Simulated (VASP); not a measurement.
A run of VASP 6.6.1:

File INCAR:

```
PREC = Accurate ; ENCUT = 520
EDIFF = 1E-6 ; ISMEAR = -1
SIGMA = 0.05 ; LREAL = False
LASPH = True ; NELM = 150
ALGO = Normal ; ISIF = 2
LWAVE = False ; LCHARG = False
ISPIN = 2 ; MAGMOM = 5 0
LORBIT = 11 ; LMAXMIX = 4
GGA = PE ; NBANDS = 20
```

File KPOINTS:

```
regular mesh
0
Gamma
  10 10 10
```

POSCAR

```
MnO
1.0
    0.0000000000      2.2070871268      2.2070871268
    2.2070871268      0.0000000000      2.2070871268
    2.2070871268      2.2070871268      0.0000000000
Mn O
1 1
Direct
    0.0000000000      0.0000000000      0.0000000000
    0.5000000000      0.5000000000      0.5000000000
```

Potentials or basis: VASP PAW PBE potentials, release 64 (Mn_pv, O).

Command:

```sh
$ cat potpaw_PBE.64/Mn_pv/POTCAR potpaw_PBE.64/O/POTCAR > POTCAR
$ mpirun -np 1 vasp_std > vasp.out
```

Hardware: 1 thread of Intel(R) Xeon(R) Platinum 8259CL CPU @ 2.50GHz (Skylake/Cascade Lake), with other jobs on the host.

Q: Estimate the wall time of this run.

A: Run time: 24 s on 1 thread of Intel(R) Xeon(R) Platinum 8259CL CPU @ 2.50GHz (Skylake/Cascade Lake) (shared host), peak memory 0.16 GiB. Counts: scf iterations 15, k points 47.
